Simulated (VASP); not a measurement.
A run of VASP 6.6.1 is set up as follows.

File INCAR:

```
SYSTEM = Hf2Be3Cl
ALGO     = Normal         ! electronic algorithm
EDIFF    = 1E-6           ! SCF threshold, eV
ENCUT    = 520            ! plane-wave cutoff, eV
GGA      = PE             ! functional
ISIF     = 2              ! what is computed and relaxed
ISMEAR   = 0              ! smearing method
LASPH    = .TRUE.         ! aspherical terms in the spheres
LCHARG   = .TRUE.         ! write CHGCAR
LELF     = .TRUE.         ! ELF
LREAL    = .FALSE.        ! projectors in reciprocal space
LVHAR    = .TRUE.       
LWAVE    = .FALSE.        ! write WAVECAR
NBANDS   = 26             ! bands
NELM     = 100            ! most SCF steps
PREC     = Accurate       ! precision mode
SIGMA    = 0.1            ! smearing width, eV
```

The input KPOINTS:

```
k-points
0
G
  6 6 6
  0 0 0
```

Contents of POSCAR:

```
Hf2Be3Cl
1.0
    5.6704864700      0.0000000000      0.0000000000
   -2.8352432400      4.9107853400      0.0000000000
    0.0000000000      0.0000000000      3.1061263900
Hf Be Cl
2 3 1
Direct
    0.3333333300      0.6666666700      0.0000000000
    0.6666666700      0.3333333300      0.0000000000
    0.5000000000      0.0000000000      0.5000000000
    0.5000000000      0.5000000000      0.5000000000
    0.0000000000      0.5000000000      0.5000000000
    0.0000000000      0.0000000000      0.0000000000
```

Potentials or basis: VASP PAW PBE potentials, release 64 (Hf_pv, Be, Cl).

Command:

```sh
$ cat potpaw_PBE.64/Hf_pv/POTCAR potpaw_PBE.64/Be/POTCAR potpaw_PBE.64/Cl/POTCAR > POTCAR
$ mpirun -np 1 vasp_std > vasp.out
```

Question: Predict the pressure.

Answer: 35.9 GPa.

Stress tensor (GPa, compression positive):
```
25.92  0.00  0.00
 0.00 25.92  0.00
 0.00  0.00 55.85
```

Caveat: an odd number of electrons without spin polarisation forces a metal; a magnetic or distorted state may lie lower.
